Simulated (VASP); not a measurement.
# Sr2AlO (I-42d) in VASP: single point with PBE

Aim: the single point of Sr2AlO with PBE.

All numbers are computed with VASP 6.6.1; they aren't measurements. Logs are shortened: lines on timing, memory, paths and dates and some standing lists are left out, and cuts for length are marked.

### Step 1. The cell of the first run

The structure is tetragonal, space group I-42d (No. 122). The conventional cell has a = 7.297 Å, b = 7.297 Å, c = 9.004 Å, α = 90.00°, β = 90.00°, γ = 90.00°. Within 3.1 Å of Sr (site symmetry 2) lie 2 O at 2.38 Å. Al (site symmetry -4) has 8 Sr at 3.39 to 3.97 Å and 6 O at 4.29 to 4.50 Å and 4 Al at 4.29 Å within 4.6 Å. O (site symmetry -4) has 4 Sr at 2.38 Å within 3.1 Å.

The cell was built from a structure type or drawn by symmetry, and may not be a known phase.

### Step 2. Single point, PBE

File INCAR:

```
PREC     = Accurate       # precision mode
ENCUT    = 600            # plane-wave cutoff, eV
EDIFF    = 1E-6           # SCF threshold, eV
ISMEAR   = 0              # smearing method
SIGMA    = 0.2            # smearing width, eV
LREAL    = False          # projectors in reciprocal space
LASPH    = True           # aspherical terms in the spheres
NELM     = 120            # most SCF steps
ALGO     = Normal         # electronic algorithm
ISIF     = 2              # what is computed and relaxed
LWAVE    = False          # write WAVECAR
LCHARG   = True           # write CHGCAR
GGA      = PE             # functional
LELF     = True           # ELF
LVHAR    = True         
NBANDS   = 39             # bands
GGA_COMPAT= False
```

File KPOINTS:

```
Automatic mesh
0
Gamma
  4 4 4
```

File POSCAR:

```
Sr2AlO
1.0
   -3.6483085834      3.6483085834      4.5019459590
    3.6483085834     -3.6483085834      4.5019459590
    3.6483085834      3.6483085834     -4.5019459590
Sr Al O
4 2 2
Direct
    0.8750000000      0.2655369972     -0.1094630028
    0.3750000000      0.9844630028      1.1094630028
    0.0155369972      0.1250000000      0.3905369972
    0.7344630028      0.6250000000      0.6094630028
    0.5000000000      0.5000000000      0.0000000000
    0.2500000000      0.7500000000      0.5000000000
    0.0000000000      0.0000000000      0.0000000000
    0.7500000000      0.2500000000      0.5000000000
```

Potentials or basis: VASP PAW PBE potentials, release 64 (Sr_sv, Al, O).

Launch:

```
> cat potpaw_PBE.64/Sr_sv/POTCAR potpaw_PBE.64/Al/POTCAR potpaw_PBE.64/O/POTCAR > POTCAR
> mpirun -np 1 vasp_std > vasp.out
```

OUTCAR:

```text
PREC = Accurate
   ENCUT = 600
   EDIFF = 1E-6
   ISMEAR = 0
   LREAL = False
   LASPH = True
   NELM = 120
   ISIF = 2
   GGA = PE

 ion  position               nearest neighbor table
   1  0.875  0.266  0.891-   7 2.38   8 2.38   6 3.39   5 3.39   4 3.72   3 3.72   3 3.72   4 3.72
                             5 3.97   6 3.97   2 4.19   2 4.19   2 4.78   2 4.78   4 5.05   3 5.05
   2  0.375  0.984  0.109-   7 2.38   8 2.38   5 3.39   6 3.39   4 3.72   3 3.72   3 3.72   4 3.72
                             5 3.97   6 3.97   1 4.19   1 4.19   1 4.78   1 4.78   3 5.05   3 5.05
   3  0.016  0.125  0.391-   7 2.38   8 2.38   5 3.39   6 3.39   2 3.72   1 3.72   1 3.72   2 3.72
                             6 3.97   5 3.97   4 4.19   4 4.19   4 4.78   4 4.78   1 5.05   2 5.05
   4  0.734  0.625  0.609-   7 2.38   8 2.38   6 3.39   5 3.39   1 3.72   1 3.72   2 3.72   2 3.72
                             6 3.97   5 3.97   3 4.19   3 4.19   3 4.78   3 4.78   1 5.05   2 5.05
   5  0.500  0.500  0.000-   4 3.39   1 3.39   2 3.39   3 3.39   1 3.97   2 3.97   4 3.97   3 3.97

   6  0.250  0.750  0.500-   2 3.39   3 3.39   4 3.39   1 3.39   3 3.97   4 3.97   2 3.97   1 3.97

   7  0.000  0.000  0.000-   1 2.38   2 2.38   3 2.38   4 2.38
   8  0.750  0.250  0.500-   1 2.38   2 2.38   3 2.38   4 2.38

  LATTYP: Found a body centered tetragonal cell.
 ALAT       =     7.2966171668
 C/A-ratio  =     1.2339816811

  Lattice vectors:

 A1 = (  -3.6483085834,   3.6483085834,   4.5019459590)
 A2 = (   3.6483085834,  -3.6483085834,   4.5019459590)
 A3 = (   3.6483085834,   3.6483085834,  -4.5019459590)

Analysis of symmetry for initial positions (statically):
=====================================================================
 Subroutine PRICEL returns:
 Original cell was already a primitive cell.

 Routine SETGRP: Setting up the symmetry group for a
 body centered tetragonal supercell.

 Subroutine GETGRP returns: Found  8 space group operations
 (whereof  4 operations were pure point group operations)
 out of a pool of 16 trial point group operations.

The static configuration has the point symmetry S_4 .
 The point group associated with its full space group is D_2d.

Analysis of symmetry for dynamics (positions and initial velocities):
=====================================================================
 Subroutine PRICEL returns:
 Original cell was already a primitive cell.

 Routine SETGRP: Setting up the symmetry group for a
 body centered tetragonal supercell.

 Subroutine GETGRP returns: Found  8 space group operations
 (whereof  4 operations were pure point group operations)
 out of a pool of 16 trial point group operations.

The dynamic configuration has the point symmetry S_4 .
 The point group associated with its full space group is D_2d.

 Subroutine INISYM returns: Found  8 space group operations
 (whereof  4 operations are pure point group operations),
 and found     1 'primitive' translations

----------------------------------------------------------------------------------------

                                     Primitive cell

  volume of cell :     239.6864

  direct lattice vectors                    reciprocal lattice vectors
    -3.648308583  3.648308583  4.501945959     0.000000000  0.137049810  0.111063084
     3.648308583 -3.648308583  4.501945959     0.137049810  0.000000000  0.111063084
     3.648308583  3.648308583 -4.501945959     0.137049810  0.137049810  0.000000000

  length of vectors
     6.847468763  6.847468763  6.847468763     0.176401981  0.176401981  0.193817701

  position of ions in fractional coordinates (direct lattice)
     0.875000000  0.265536997  0.890536997
     0.375000000  0.984463003  0.109463003
     0.015536997  0.125000000  0.390536997
     0.734463003  0.625000000  0.609463003
     0.500000000  0.500000000  0.000000000
     0.250000000  0.750000000  0.500000000
     0.000000000  0.000000000  0.000000000
     0.750000000  0.250000000  0.500000000

  ion indices of the primitive-cell ions
   primitive index   ion index
                 1           1
                 2           2
                 3           3
                 4           4
                 5           5
                 6           6
                 7           7
                 8           8

----------------------------------------------------------------------------------------

 KPOINTS: Automatic mesh

Automatic generation of k-mesh.
 Grid dimensions read from file:
 generate k-points for:    4    4    4

 Generating k-lattice:

  Cartesian coordinates                     Fractional coordinates (reciprocal lattice)
     0.000000000  0.034262453  0.027765771     0.250000000  0.000000000  0.000000000
     0.034262453  0.000000000  0.027765771     0.000000000  0.250000000  0.000000000
     0.034262453  0.034262453  0.000000000     0.000000000  0.000000000  0.250000000

  Length of vectors
     0.044100495  0.044100495  0.048454425

  Shift w.r.t. Gamma in fractional coordinates (k-lattice)
     0.000000000  0.000000000  0.000000000

 Subroutine IBZKPT returns following result:
 ===========================================

 Found     13 irreducible k-points:

 Following reciprocal coordinates:
            Coordinates               Weight
  0.000000  0.000000  0.000000      1.000000
  0.250000  0.000000 -0.000000      8.000000
  0.500000  0.000000 -0.000000      4.000000
  0.250000  0.250000 -0.000000      8.000000
  0.500000  0.250000 -0.000000     16.000000
 -0.250000  0.250000  0.000000      4.000000
  0.500000  0.500000 -0.000000      2.000000
  0.250000  0.250000  0.250000      2.000000
 -0.250000  0.250000  0.250000      4.000000
  0.500000  0.500000  0.250000      4.000000
 -0.250000  0.500000  0.250000      8.000000
 -0.250000 -0.250000  0.250000      2.000000
  0.500000  0.500000  0.500000      1.000000
   k-points           NKPTS =     13   k-points in BZ     NKDIM =     13   number of bands    NBANDS=     39
   number of dos      NEDOS =    301   number of ions     NIONS =      8
   total plane-waves  NPLWV = 175616
   dimension x,y,z NGX =    56 NGY =   56 NGZ =   56
   dimension x,y,z NGXF=   112 NGYF=  112 NGZF=  112
   ions per type =               4   2   2
   NGX,Y,Z   is equivalent  to a cutoff of  13.60, 13.60, 13.60 a.u.
   NGXF,Y,Z  is equivalent  to a cutoff of  27.19, 27.19, 27.19 a.u.
 SYSTEM =  unknown system
   PREC   = accura    normal or accurate (medium, high low for compatibility)
   ISTART =      0    job   : 0-new  1-cont  2-samecut
   ICHARG =      2    charge: 1-file 2-atom 10-const
   ISPIN  =      1    spin polarized calculation?
   LNONCOLLINEAR =      F non collinear calculations
   LSORBIT =      F    spin-orbit coupling
   LASPH  =      T    aspherical Exc in radial PAW
   ENCUT  =  600.0 eV  44.10 Ry    6.64 a.u.  13.68 13.68 13.68*2*pi/ulx,y,z
   NELM   =    120;   NELMIN=  2; NELMDL= -5     # of ELM steps
   EDIFF  = 0.1E-05   stopping-criterion for ELM
   LREAL  =      F    real-space projection
   EDIFFG = 0.1E-04   stopping-criterion for IOM
   NSW    =      0    number of steps for IOM
   IBRION =     -1    ionic relax: 0-MD 1-quasi-New 2-CG
   NFREE  =      0    steps in history (QN), initial steepest desc. (CG)
   ISIF   =      2    stress and relaxation
   ISYM   =      2    0-nonsym 1-usesym 2-fastsym
   POTIM  = 0.5000    time-step for ionic-motion
   TEBEG  =    0.0;   TEEND  =   0.0 temperature during run
   PSTRESS=    0.0 pullay stress
   NELECT =      58.0000    total number of electrons
   NUPDOWN=      -1.0000    fix difference up-down
   EMIN   =  10.00;   EMAX   =-10.00  energy-range for DOS
   EFERMI =   0.00;   METHOD = LEGACY
   ISMEAR =     0;   SIGMA  =   0.20  broadening in eV -4-tet -1-fermi 0-gaus
   EFERMI_NEDOS =   21; number of points for ismear=-14 and -15
   IALGO  =     38    algorithm
   IMIX   =      4    mixing-type and parameters
     AMIX     =   0.40;   BMIX     =  1.00
     AMIX_MAG =   1.60;   BMIX_MAG =  1.00
  volume/ion in A,a.u.               =      29.96       202.19
  Fermi-wavevector in a.u.,A,eV,Ry     =   1.020163  1.927829 14.160034  1.040733
  Thomas-Fermi vector in A             =   2.153718
   LORBIT       =      0    0 simple, 1 ext, 2 COOP (PROOUT), +10 PAW based schemes
   GGA     = PE    functional components
   LHFCALC =     F    Hartree Fock is set to
   AEXX    =    0.0000 exact exchange contribution
   IVDW    =     0    specifies the selected vdW correction
   LEPSILON=     F    determine dielectric tensor
   LRPA    =     F    only Hartree local field effects (RPA)
 non-spin polarized calculation
 Gauss-broadening in eV      SIGMA  =   0.20
  energy-cutoff  :      600.00
  volume of cell :      239.69
 maximum number of plane-waves:      8037
 NGX is ok and might be reduce to    56
   NGX = 27   NGY = 27   NGZ = 27

 number of electron      58.0000006 magnetization

 Free energy of the ion-electron system (eV)
  ---------------------------------------------------
  ext. energy  EPLUGINS =         0.00000000
  ---------------------------------------------------
  free energy    TOTEN  =       -33.25756542 eV

  energy without entropy =      -33.19800281  energy(sigma->0) =      -33.22778411

 E-fermi :   2.2965     XC(G=0):  -8.2159

 val. band max:        2.1765002283   @ k =  -0.2500  -0.2500   0.2500
 cond. band min:       2.3330441670   @ k =  -0.2500   0.2500   0.0000
 fundamental gap:      0.1565439387
 Fermi energy:         2.2965037716

 k-point     1 :       0.0000    0.0000    0.0000
  band No.  band energies     occupation
      1     -32.8735      2.00000
      2     -32.8238      2.00000
      3     -32.8238      2.00000
      4     -32.8005      2.00000
      5     -16.9236      2.00000
      6     -15.9526      2.00000
[... 31 lines left out ...]
     38       5.9012      0.00000
     39       6.4143      0.00000
[... 502 lines left out ...]
     38       6.1714      0.00000
     39       6.2521      0.00000

------------------------ aborting loop because EDIFF is reached ----------------------------------------

  FORCE on cell =-STRESS in cart. coord.  units (eV):
  Direction    XX          YY          ZZ          XY          YZ          ZX
  --------------------------------------------------------------------------------------
  -------------------------------------------------------------------------------------
  Total        0.4635765      0.4635765      0.3490612      0.0000000      0.0000000      0.0000000
  in kB        3.0987649      3.0987649      2.3332905      0.0000000      0.0000000      0.0000000
  external PRESSURE =       2.8436067 kB  Pullay stress =       0.0000000 kB

 VOLUME and BASIS-vectors are now :
 -----------------------------------------------------------------------------
  energy-cutoff  :      600.00
  volume of cell :      239.69
      direct lattice vectors                 reciprocal lattice vectors
    -3.648308583  3.648308583  4.501945959     0.000000000  0.137049810  0.111063084
     3.648308583 -3.648308583  4.501945959     0.137049810  0.000000000  0.111063084
     3.648308583  3.648308583 -4.501945959     0.137049810  0.137049810  0.000000000

 POSITION                                       TOTAL-FORCE (eV/Angst)
 -----------------------------------------------------------------------------------
      1.02544      5.47246      1.12549         0.040024     -0.000000     -0.000000
      2.62286     -1.82415      5.62743        -0.040024     -0.000000      0.000000
      1.82415      1.02544     -1.12549        -0.000000      0.040024     -0.000000
      1.82415      2.62286      3.37646        -0.000000     -0.040024      0.000000
      0.00000      0.00000      4.50195        -0.000000     -0.000000     -0.000000
      3.64831      0.00000      2.25097        -0.000000     -0.000000     -0.000000
      0.00000      0.00000      0.00000        -0.000000     -0.000000      0.000000
      0.00000      3.64831      2.25097        -0.000000     -0.000000     -0.000000
 -----------------------------------------------------------------------------------
    total drift:                               -0.000000     -0.000000     -0.000000

  FREE ENERGIE OF THE ION-ELECTRON SYSTEM (eV)
  ---------------------------------------------------
  free  energy   TOTEN  =       -33.2575654159 eV

  energy  without entropy=      -33.1980028056  energy(sigma->0) =      -33.22778411
```

Wall time 7.3 min (1 thread of Intel Xeon 8259CL, shared host); peak memory 0.49 GiB.

Results:

* Free energy: -33.2576 eV
* Pressure: 0.3 GPa
* Largest force: 0.040 eV/Å
* Band gap on the k mesh: zero (bands 29 and 30 overlap by 0.59 eV)

Forces in eV/Å, atoms in the order of the input:
```
Sr   0.040  0.000  0.000
Sr  -0.040  0.000  0.000
Sr   0.000  0.040  0.000
Sr   0.000 -0.040  0.000
Al   0.000  0.000  0.000
Al   0.000  0.000  0.000
O    0.000  0.000  0.000
O    0.000  0.000  0.000
```
